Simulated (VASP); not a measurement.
# ScPt (Pm-3m) in VASP: notebook

Runs on ScPt. Level: LDA. Tasks: single point.

Everything below comes from runs of VASP 6.6.1. Logs are shortened: lines on timing, memory, paths and dates and some standing lists are left out, and cuts for length are marked.

### Step 1. The cell of the first run

It takes space group Pm-3m (No. 221, cubic). Conventional cell: a = 3.292 Å, b = 3.292 Å, c = 3.292 Å, α = 90.00°, β = 90.00°, γ = 90.00°. Within 3.8 Å of Sc (site symmetry m-3m) lie 8 Pt at 2.85 Å and 6 Sc at 3.29 Å. Pt (site symmetry m-3m) has 8 Sc at 2.85 Å and 6 Pt at 3.29 Å within 3.8 Å.

### Step 2. Single point, LDA

INCAR reads:

```
ALGO = Normal ; EDIFF = 1E-6
ENCUT = 500 ; GGA_COMPAT = False
ISIF = 2 ; ISMEAR = 1
LASPH = True ; LCHARG = False
LREAL = False ; LWAVE = False
NBANDS = 18 ; NELM = 120
PREC = Accurate ; SIGMA = 0.1
```

KPOINTS reads:

```
k-points
0
Gamma
  7 7 7
```

POSCAR reads:

```
ScPt
1.0
    3.2916562603      0.0000000000      0.0000000000
    0.0000000000      3.2916562603      0.0000000000
    0.0000000000      0.0000000000      3.2916562603
Sc Pt
1 1
Direct
    0.5000000000      0.5000000000      0.5000000000
    0.0000000000      0.0000000000      0.0000000000
```

Potentials or basis: VASP PAW LDA potentials, release 64 (Sc_sv, Pt).

The run is started by

```sh
cat potpaw_LDA.64/Sc_sv/POTCAR potpaw_LDA.64/Pt/POTCAR > POTCAR
mpirun -np 1 vasp_std > vasp.out
```

OUTCAR:

```text
EDIFF = 1E-6
   ENCUT = 500
   ISIF = 2
   ISMEAR = 1
   LASPH = True
   LREAL = False
   NELM = 120
   PREC = Accurate

 ion  position               nearest neighbor table
   1  0.500  0.500  0.500-   2 2.85   2 2.85   2 2.85   2 2.85   2 2.85   2 2.85   2 2.85   2 2.85

   2  0.000  0.000  0.000-   1 2.85   1 2.85   1 2.85   1 2.85   1 2.85   1 2.85   1 2.85   1 2.85

  LATTYP: Found a simple cubic cell.
 ALAT       =     3.2916562603

  Lattice vectors:

 A1 = (   3.2916562603,   0.0000000000,   0.0000000000)
 A2 = (   0.0000000000,   3.2916562603,   0.0000000000)
 A3 = (   0.0000000000,   0.0000000000,   3.2916562603)

Analysis of symmetry for initial positions (statically):
=====================================================================
 Subroutine PRICEL returns:
 Original cell was already a primitive cell.

 Routine SETGRP: Setting up the symmetry group for a
 simple cubic supercell.

 Subroutine GETGRP returns: Found 48 space group operations
 (whereof 48 operations were pure point group operations)
 out of a pool of 48 trial point group operations.

The static configuration has the point symmetry O_h .

Analysis of symmetry for dynamics (positions and initial velocities):
=====================================================================
 Subroutine PRICEL returns:
 Original cell was already a primitive cell.

 Routine SETGRP: Setting up the symmetry group for a
 simple cubic supercell.

 Subroutine GETGRP returns: Found 48 space group operations
 (whereof 48 operations were pure point group operations)
 out of a pool of 48 trial point group operations.

The dynamic configuration has the point symmetry O_h .

 Subroutine INISYM returns: Found 48 space group operations
 (whereof 48 operations are pure point group operations),
 and found     1 'primitive' translations

----------------------------------------------------------------------------------------

                                     Primitive cell

  volume of cell :      35.6651

  direct lattice vectors                    reciprocal lattice vectors
     3.291656260  0.000000000  0.000000000     0.303798429  0.000000000  0.000000000
     0.000000000  3.291656260  0.000000000     0.000000000  0.303798429  0.000000000
     0.000000000  0.000000000  3.291656260     0.000000000  0.000000000  0.303798429

  length of vectors
     3.291656260  3.291656260  3.291656260     0.303798429  0.303798429  0.303798429

  position of ions in fractional coordinates (direct lattice)
     0.500000000  0.500000000  0.500000000
     0.000000000  0.000000000  0.000000000

  ion indices of the primitive-cell ions
   primitive index   ion index
                 1           1
                 2           2

----------------------------------------------------------------------------------------

 KPOINTS: k-points

Automatic generation of k-mesh.
 Grid dimensions read from file:
 generate k-points for:    7    7    7

 Generating k-lattice:

  Cartesian coordinates                     Fractional coordinates (reciprocal lattice)
     0.043399776  0.000000000  0.000000000     0.142857143  0.000000000  0.000000000
     0.000000000  0.043399776  0.000000000     0.000000000  0.142857143  0.000000000
     0.000000000  0.000000000  0.043399776     0.000000000  0.000000000  0.142857143

  Length of vectors
     0.043399776  0.043399776  0.043399776

  Shift w.r.t. Gamma in fractional coordinates (k-lattice)
     0.000000000  0.000000000  0.000000000

 Subroutine IBZKPT returns following result:
 ===========================================

 Found     20 irreducible k-points:

 Following reciprocal coordinates:
            Coordinates               Weight
  0.000000  0.000000  0.000000      1.000000
  0.142857  0.000000  0.000000      6.000000
  0.285714  0.000000  0.000000      6.000000
  0.428571  0.000000  0.000000      6.000000
  0.142857  0.142857  0.000000     12.000000
  0.285714  0.142857  0.000000     24.000000
[... 12 lines left out ...]
  0.428571  0.428571  0.285714     24.000000
  0.428571  0.428571  0.428571      8.000000
   k-points           NKPTS =     20   k-points in BZ     NKDIM =     20   number of bands    NBANDS=     18
   number of dos      NEDOS =    301   number of ions     NIONS =      2
   total plane-waves  NPLWV =  13824
   dimension x,y,z NGX =    24 NGY =   24 NGZ =   24
   dimension x,y,z NGXF=    48 NGYF=   48 NGZF=   48
   ions per type =               1   1
   NGX,Y,Z   is equivalent  to a cutoff of  12.12, 12.12, 12.12 a.u.
   NGXF,Y,Z  is equivalent  to a cutoff of  24.24, 24.24, 24.24 a.u.
 SYSTEM =  unknown system
   PREC   = accura    normal or accurate (medium, high low for compatibility)
   ISTART =      0    job   : 0-new  1-cont  2-samecut
   ICHARG =      2    charge: 1-file 2-atom 10-const
   ISPIN  =      1    spin polarized calculation?
   LNONCOLLINEAR =      F non collinear calculations
   LSORBIT =      F    spin-orbit coupling
   LASPH  =      T    aspherical Exc in radial PAW
   ENCUT  =  500.0 eV  36.75 Ry    6.06 a.u.   6.00  6.00  6.00*2*pi/ulx,y,z
   NELM   =    120;   NELMIN=  2; NELMDL= -5     # of ELM steps
   EDIFF  = 0.1E-05   stopping-criterion for ELM
   LREAL  =      F    real-space projection
   EDIFFG = 0.1E-04   stopping-criterion for IOM
   NSW    =      0    number of steps for IOM
   IBRION =     -1    ionic relax: 0-MD 1-quasi-New 2-CG
   NFREE  =      0    steps in history (QN), initial steepest desc. (CG)
   ISIF   =      2    stress and relaxation
   ISYM   =      2    0-nonsym 1-usesym 2-fastsym
   POTIM  = 0.5000    time-step for ionic-motion
   TEBEG  =    0.0;   TEEND  =   0.0 temperature during run
   PSTRESS=    0.0 pullay stress
   NELECT =      21.0000    total number of electrons
   NUPDOWN=      -1.0000    fix difference up-down
   EMIN   =  10.00;   EMAX   =-10.00  energy-range for DOS
   EFERMI =   0.00;   METHOD = LEGACY
   ISMEAR =     1;   SIGMA  =   0.10  broadening in eV -4-tet -1-fermi 0-gaus
   EFERMI_NEDOS =   21; number of points for ismear=-14 and -15
   IALGO  =     38    algorithm
   IMIX   =      4    mixing-type and parameters
     AMIX     =   0.40;   BMIX     =  1.00
     AMIX_MAG =   1.60;   BMIX_MAG =  1.00
  volume/ion in A,a.u.               =      17.83       120.34
  Fermi-wavevector in a.u.,A,eV,Ry     =   1.372145  2.592979 25.616816  1.882783
  Thomas-Fermi vector in A             =   2.497779
   LORBIT       =      0    0 simple, 1 ext, 2 COOP (PROOUT), +10 PAW based schemes
   GGA     = CA    functional components
   LHFCALC =     F    Hartree Fock is set to
   AEXX    =    0.0000 exact exchange contribution
   IVDW    =     0    specifies the selected vdW correction
   LEPSILON=     F    determine dielectric tensor
   LRPA    =     F    only Hartree local field effects (RPA)
 non-spin polarized calculation
 Methfessel and Paxton  Order N= 1 SIGMA  =   0.10
  energy-cutoff  :      500.00
  volume of cell :       35.67
 maximum number of plane-waves:       925
   NGX = 13   NGY = 13   NGZ = 13

 number of electron      20.9999994 magnetization

 Free energy of the ion-electron system (eV)
  ---------------------------------------------------
  ext. energy  EPLUGINS =         0.00000000
  ---------------------------------------------------
  free energy    TOTEN  =       -16.58081093 eV

  energy without entropy =      -16.57753312  energy(sigma->0) =      -16.57971833

 E-fermi :   7.4563     XC(G=0): -12.1337

 val. band max:        7.4336330417   @ k =   0.4286   0.2857   0.2857
 cond. band min:       7.5282436515   @ k =   0.4286   0.4286   0.2857
 fundamental gap:      0.0946106098
 Fermi energy:         7.4563027979

 k-point     1 :       0.0000    0.0000    0.0000
  band No.  band energies     occupation
      1     -41.6601      2.00000
      2     -20.5312      2.00000
      3     -20.5312      2.00000
      4     -20.5312      2.00000
      5      -0.3600      2.00000
      6       2.5282      2.00000
[... 10 lines left out ...]
     17      14.8054      0.00000
     18      14.8054      0.00000

 k-point     2 :       0.1429    0.0000    0.0000
  band No.  band energies     occupation
      1     -41.6560      2.00000
      2     -20.5754      2.00000
      3     -20.5289      2.00000
      4     -20.5289      2.00000
      5       0.0025      2.00000
      6       2.6575      2.00000
[... 10 lines left out ...]
     17      15.8933      0.00000
     18      15.8933      0.00000

 k-point     3 :       0.2857    0.0000    0.0000
  band No.  band energies     occupation
      1     -41.6468      2.00000
      2     -20.6735      2.00000
      3     -20.5239      2.00000
      4     -20.5239      2.00000
      5       0.9638      2.00000
      6       2.9874      2.00000
[... 10 lines left out ...]
     17      18.1476      0.00000
     18      18.1476      0.00000

 k-point     4 :       0.4286    0.0000    0.0000
  band No.  band energies     occupation
      1     -41.6394      2.00000
      2     -20.7508      2.00000
      3     -20.5198      2.00000
      4     -20.5198      2.00000
      5       1.9665      2.00000
      6       3.3106      2.00000
[... 10 lines left out ...]
     17      20.6536      0.00000
     18      20.6567      0.00000

 k-point     5 :       0.1429    0.1429    0.0000
  band No.  band energies     occupation
      1     -41.6520      2.00000
      2     -20.5770      2.00000
      3     -20.5668      2.00000
      4     -20.5263      2.00000
      5       0.3444      2.00000
      6       2.8097      2.00000
[... 10 lines left out ...]
     17      14.7024      0.00000
     18      16.6158      0.00000

 k-point     6 :       0.2857    0.1429    0.0000
  band No.  band energies     occupation
      1     -41.6432      2.00000
      2     -20.6677      2.00000
      3     -20.5638      2.00000
      4     -20.5203      2.00000
      5       1.2310      2.00000
      6       3.1025      2.00000
[... 10 lines left out ...]
     17      16.3145      0.00000
     18      18.4513      0.00000

 k-point     7 :       0.4286    0.1429    0.0000
  band No.  band energies     occupation
      1     -41.6360      2.00000
      2     -20.7426      2.00000
      3     -20.5579      2.00000
      4     -20.5155      2.00000
      5       2.1271      2.00000
      6       3.4067      2.00000
[... 10 lines left out ...]
     17      17.9624      0.00000
     18      20.4859      0.00000

 k-point     8 :       0.2857    0.2857    0.0000
  band No.  band energies     occupation
      1     -41.6349      2.00000
      2     -20.6613      2.00000
      3     -20.6457      2.00000
      4     -20.5121      2.00000
      5       1.8106      2.00000
      6       3.1314      2.00000
[... 10 lines left out ...]
     17      14.7319      0.00000
     18      19.4414      0.00000
[... 145 lines left out ...]
     17      15.2220      0.00000
     18      18.2001      0.00000

 k-point    16 :       0.4286    0.4286    0.1429
  band No.  band energies     occupation
      1     -41.6186      2.00000
      2     -20.7080      2.00000
      3     -20.7057      2.00000
      4     -20.5377      2.00000
      5       2.6276      2.00000
      6       2.7210      2.00000
[... 10 lines left out ...]
     17      13.9969      0.00000
     18      16.7384      0.00000

 k-point    17 :       0.2857    0.2857    0.2857
  band No.  band energies     occupation
      1     -41.6233      2.00000
      2     -20.6427      2.00000
      3     -20.6384      2.00000
      4     -20.6384      2.00000
      5       2.9725      2.00000
      6       3.7981      2.00000
[... 10 lines left out ...]
     17      15.1302      0.00000
     18      15.1302      0.00000

 k-point    18 :       0.4286    0.2857    0.2857
  band No.  band energies     occupation
      1     -41.6168      2.00000
      2     -20.7095      2.00000
      3     -20.6344      2.00000
      4     -20.6301      2.00000
      5       3.1184      2.00000
      6       3.6476      2.00000
[... 10 lines left out ...]
     17      14.3311      0.00000
     18      16.8247      0.00000

 k-point    19 :       0.4286    0.4286    0.2857
  band No.  band energies     occupation
      1     -41.6104      2.00000
      2     -20.7016      2.00000
      3     -20.7010      2.00000
      4     -20.6266      2.00000
      5       3.0547      2.00000
      6       3.5703      2.00000
[... 10 lines left out ...]
     17      13.6983      0.00000
     18      16.5592      0.00000

 k-point    20 :       0.4286    0.4286    0.4286
  band No.  band energies     occupation
      1     -41.6038      2.00000
      2     -20.6973      2.00000
      3     -20.6973      2.00000
      4     -20.6960      2.00000
      5       3.3029      2.00000
      6       3.4380      2.00000
[... 10 lines left out ...]
     17      15.5845      0.00000
     18      15.5845      0.00000

------------------------ aborting loop because EDIFF is reached ----------------------------------------

  FORCE on cell =-STRESS in cart. coord.  units (eV):
  Direction    XX          YY          ZZ          XY          YZ          ZX
  --------------------------------------------------------------------------------------
  -------------------------------------------------------------------------------------
  Total       -1.5575197     -1.5575197     -1.5575197      0.0000000     -0.0000000     -0.0000000
  in kB      -69.9681978    -69.9681978    -69.9681978      0.0000000     -0.0000000     -0.0000000
  external PRESSURE =     -69.9681978 kB  Pullay stress =       0.0000000 kB

 VOLUME and BASIS-vectors are now :
 -----------------------------------------------------------------------------
  energy-cutoff  :      500.00
  volume of cell :       35.67
      direct lattice vectors                 reciprocal lattice vectors
     3.291656260  0.000000000  0.000000000     0.303798429  0.000000000  0.000000000
     0.000000000  3.291656260  0.000000000     0.000000000  0.303798429  0.000000000
     0.000000000  0.000000000  3.291656260     0.000000000  0.000000000  0.303798429

 POSITION                                       TOTAL-FORCE (eV/Angst)
 -----------------------------------------------------------------------------------
      1.64583      1.64583      1.64583         0.000000      0.000000      0.000000
      0.00000      0.00000      0.00000         0.000000      0.000000      0.000000
 -----------------------------------------------------------------------------------
    total drift:                                0.000000      0.000000     -0.000000

  FREE ENERGIE OF THE ION-ELECTRON SYSTEM (eV)
  ---------------------------------------------------
  free  energy   TOTEN  =       -16.5808109348 eV

  energy  without entropy=      -16.5775331213  energy(sigma->0) =      -16.57971833
```

Run time: 7.7 s. Hardware: 1 thread of Intel Xeon Platinum 8488C (Sapphire Rapids), shared host; peak memory 0.13 GiB.

What came out:

| Item | Value |
| --- | --- |
| Free energy | -16.5808 eV |
| Pressure | -7.0 GPa |

Levels at points of the mesh, in eV from the Fermi level:
```tsv
k point	band 8	band 9	band 10	band 11	band 12	band 13
(0.00, 0.00, 0.00)	-2.61	-2.61	-2.61	1.55	1.55	3.51
```

Caveat: spin-orbit coupling is left out, which moves the levels of the heavy elements.

### Step 3. Single point, LDA

This run uses another cell than the first one, of 18.18 Å³/atom, 1.020 times its volume.

INCAR reads:

```
  PREC = Accurate
  ENCUT = 500
  EDIFF = 1E-6
  ISMEAR = 1
  SIGMA = 0.1
  LREAL = F
  LASPH = T
  NELM = 120
  ALGO = Normal
  ISIF = 2
  LWAVE = F
  LCHARG = F
  NBANDS = 18
  GGA_COMPAT = F
```

KPOINTS reads:

```
Automatic mesh
0
Gamma
  7 7 7
```

POSCAR reads:

```
ScPt
1.0
    3.3130312505      0.0000000000      0.0000000000
    0.0000000000      3.3130312505      0.0000000000
    0.0000000000      0.0000000000      3.3130312505
Sc Pt
1 1
Direct
    0.5000000000      0.5000000000      0.5000000000
    0.0000000000      0.0000000000      0.0000000000
```

Potentials or basis: VASP PAW LDA potentials, release 64 (Sc_sv, Pt).

The run is started by

```sh
cat potpaw_LDA.64/Sc_sv/POTCAR potpaw_LDA.64/Pt/POTCAR > POTCAR
mpirun -np 1 vasp_std > vasp.out
```

Wall time 8.6 s (1 thread of Intel Xeon Platinum 8488C (Sapphire Rapids), shared host); peak memory 0.13 GiB.

The run converged. Its results:

| Property | Result |
| --- | --- |
| Free energy | -16.5454 eV |
| Pressure | -9.4 GPa |

Levels at points of the mesh, in eV from the Fermi level:
| k point | band 6 | band 7 | band 8 | band 9 | band 10 | band 11 | band 12 | band 13 | band 14 | band 15 |
| --- | --- | --- | --- | --- | --- | --- | --- | --- | --- | --- |
| (0.00, 0.00, 0.00) | -4.79 | -4.79 | -2.55 | -2.55 | -2.55 | 1.53 | 1.53 | 3.44 | 3.44 | 3.44 |

Caveat: spin-orbit coupling is left out, which moves the levels of the heavy elements.

### Step 4. Single point, LDA

This run uses another cell than the first one, of 18.53 Å³/atom, 1.039 times its volume.

INCAR reads:

```
PREC = Accurate ; ENCUT = 500
EDIFF = 1E-6 ; ISMEAR = 1
SIGMA = 0.1 ; LREAL = False
LASPH = True ; NELM = 120
ALGO = Normal ; ISIF = 2
LWAVE = False ; LCHARG = False
NBANDS = 18 ; GGA_COMPAT = False
```

KPOINTS is that of step 3.

POSCAR reads:

```
ScPt
1.0
    3.3341339293      0.0000000000      0.0000000000
    0.0000000000      3.3341339293      0.0000000000
    0.0000000000      0.0000000000      3.3341339293
Sc Pt
1 1
Direct
    0.5000000000      0.5000000000      0.5000000000
    0.0000000000      0.0000000000      0.0000000000
```

The run is started by

```sh
cat potpaw_LDA.64/Sc_sv/POTCAR potpaw_LDA.64/Pt/POTCAR > POTCAR
mpirun -np 1 vasp_std > vasp.out
```

Run time: 6.5 s. Hardware: 1 thread of Intel Xeon Platinum 8488C (Sapphire Rapids), shared host; peak memory 0.13 GiB.

Results (log left out):

- Free energy: -16.5000 eV
- Pressure: -11.5 GPa

Levels at points of the mesh, in eV from the Fermi level:
| k point | band 8 | band 9 | band 10 | band 11 | band 12 | band 13 |
| --- | --- | --- | --- | --- | --- | --- |
| (0.00, 0.00, 0.00) | -2.50 | -2.50 | -2.50 | 1.51 | 1.51 | 3.36 |

Caveat: spin-orbit coupling is left out, which moves the levels of the heavy elements.

### Step 5. The runs side by side

```csv
cell,gap on the mesh (eV),pressure (GPa)
"a = 3.292 Å, 2 atoms",none,-7.0
"a = 3.313 Å, 2 atoms",none,-9.4
"a = 3.334 Å, 2 atoms",none,-11.5
```

Alike in all rows: task single point; level LDA; potentials or basis VASP PAW LDA potentials, release 64 (Sc_sv, Pt); no spin polarisation; k mesh 7 × 7 × 7; cutoff (eV) 500; smearing methfessel-paxton 0.1 eV.

Caveats: spin-orbit coupling is left out, which moves the levels of the heavy elements.

Absolute energies hang on the potentials; compare differences alone.
